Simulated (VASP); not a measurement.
Set up this calculation in VASP 6.6.1, as the native input.

```yaml
Task: single point
Functional: PBEsol
Potentials_or_basis: VASP PAW PBE potentials, release 64 (In_d, Sb)
Cutoff: 500 eV
k_mesh: 18 × 18 × 18
Occupations: gaussian, width 0.1 eV
Spin: no spin polarisation
Dipole_correction: no
Further_INCAR_settings: ALGO = Normal; EDIFF = 1e-06; NBANDS = 16
```

The structure of InSb (k06) lies in POSCAR:

```
InSb
1.0
    0.0000000000      3.0183939426      3.0183939426
    3.0183939426      0.0000000000      3.0183939426
    3.0183939426      3.0183939426      0.0000000000
In Sb
1 1
Direct
    0.0000000000      0.0000000000      0.0000000000
    0.5000000000      0.5000000000      0.5000000000
```

These files were run (other wordings do the same):

INCAR

```
PREC     = Accurate       # precision mode
ENCUT    = 500            # plane-wave cutoff, eV
EDIFF    = 1E-6           # SCF threshold, eV
ISMEAR   = 0              # smearing method
SIGMA    = 0.1            # smearing width, eV
LREAL    = False          # projectors in reciprocal space
LASPH    = True           # aspherical terms in the spheres
NELM     = 120            # most SCF steps
ALGO     = Normal         # electronic algorithm
ISIF     = 2              # what is computed and relaxed
LWAVE    = False          # write WAVECAR
LCHARG   = False          # write CHGCAR
GGA      = PS             # functional
NBANDS   = 16             # bands
GGA_COMPAT= False
```

KPOINTS

```
regular mesh
0
Gamma
  18 18 18
```

Potentials or basis: VASP PAW PBE potentials, release 64 (In_d, Sb).

Command:

```sh
$ cat potpaw_PBE.64/In_d/POTCAR potpaw_PBE.64/Sb/POTCAR > POTCAR
$ mpirun -np 1 vasp_std > vasp.out
```

It gave:

The pressure is 0.0 GPa and the band gap on the k mesh is zero (band 9 reaches 7.70 eV, above the bottom of band 10 at 4.81 eV).

Caveat: the PAW data sets were made with another functional, which shifts forces and pressure a little; spin-orbit coupling is left out, which moves the levels of the heavy elements.

Run time: 2.9 min on 1 thread of AMD EPYC 7R13, on a shared host, peak memory 0.27 GiB.
